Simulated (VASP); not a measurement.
Wanted: the native input for a VASP 6.6.1 run.

| Quantity | Value |
| --- | --- |
| Task | relaxation of the atoms |
| Functional | PBEsol |
| Potentials or basis | VASP PAW PBE potentials, release 64 (Nb_sv) |
| Cutoff | 520 eV |
| k mesh | 10 × 10 × 1 |
| Occupations | fermi-dirac, width 0.05 eV |
| Spin | no spin polarisation |
| Dipole correction | yes |
| Further INCAR settings | ALGO = Normal; EDIFF = 1e-07; IBRION = 2; EDIFFG = -0.01; NSW = 60 |

The structure of Nb lies in POSCAR:

```
Nb
1.0
    4.6281866187      0.0000000000      0.0000000000
   -2.3140933094      4.0081271852      0.0000000000
    0.0000000000      0.0000000000     19.7789000000
Nb
5
Direct
    0.8333333330      0.1666666670      0.4044714684
    0.1666666670      0.8333333330      0.4522357341
    0.5000000000      0.5000000000      0.5000000000
    0.8333333330      0.1666666670      0.5477642659
    0.1666666670      0.8333333330      0.5955285316
```

These files were run (other wordings do the same):

INCAR

```
PREC = Accurate ; ENCUT = 520
EDIFF = 1E-7 ; ISMEAR = -1
SIGMA = 0.05 ; LREAL = F
LASPH = T ; NELM = 80
ALGO = Normal ; ISIF = 2
LWAVE = F ; LCHARG = F
LDIPOL = T ; IDIPOL = 3
DIPOL = 0.5 0.5 0.500 ; GGA = PS
IBRION = 2 ; NSW = 60
EDIFFG = -0.01 ; KPAR = 2
```

KPOINTS

```
regular mesh
0
Gamma
  10 10 1
```

Potentials or basis: VASP PAW PBE potentials, release 64 (Nb_sv).

The run is started by

```console
$ cat potpaw_PBE.64/Nb_sv/POTCAR > POTCAR
$ mpirun -np 2 vasp_std > vasp.out
```

It gave:

```
Energy gained by relaxing    : 149.0 meV/atom
Ionic steps                  : 7
Largest force after relaxing : 0.006 eV/Å
Band gap on the k mesh       : zero (an odd number of electrons rules out a gap without spin polarisation)
```

Caveat: the PAW data sets were made with another functional, which shifts forces and pressure a little.

Wall time 16 min on 2 MPI ranks on Intel(R) Xeon(R) Platinum 8488C (Sapphire Rapids) (shared host), peak memory 0.55 GiB a rank.
